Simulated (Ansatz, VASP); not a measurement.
# TiSe2: VASP beside Ansatz

```xyz
3
Lattice="3.4377 0.0000 0.0000 -1.7188 2.9771 0.0000 0.0000 0.0000 5.8057" Properties=species:S:1:pos:R:3 pbc="T T T"
Ti    0.0000    0.0000    0.0000
Se    0.0000    1.9847    1.5385
Se    1.7188    0.9924    4.2672
```

Alike in both runs: functional LDA; k mesh 12 × 12 × 8; occupations gaussian, width 0.1 eV; no spin polarisation.

Ansatz relaxed the structure, and its values are those at the end. VASP's run is a single point on that final structure, the one shown.

|  | VASP | Ansatz |
| --- | --- | --- |
| version | VASP 6.6.1 | Ansatz 0.2.0 |
| potentials or method | VASP PAW LDA potentials, release 64 (Ti_sv, Se), cutoff 500 eV | scalar-relativistic, plane waves, PAW |
| valence electrons in the cell | 24 | 44 |

|  | VASP | Ansatz | Ansatz less VASP |
| --- | --- | --- | --- |
| gap on the k mesh at the Fermi level (eV) | none | none | - |
| pressure (GPa) | 0.3 | 0.0 | -0.25 |
| rms of the force components (eV/Å) | 0.018 | 0.000 | -0.0178 |

LDA's correlation is that of Perdew and Zunger in VASP and of Perdew and Wang (1992) in Ansatz. A gap of «none» marks a metal or a gap that the smearing closes. VASP's potentials hold 24 valence electrons a cell and Ansatz's 44, so a difference there can come from the potentials and not from the codes.
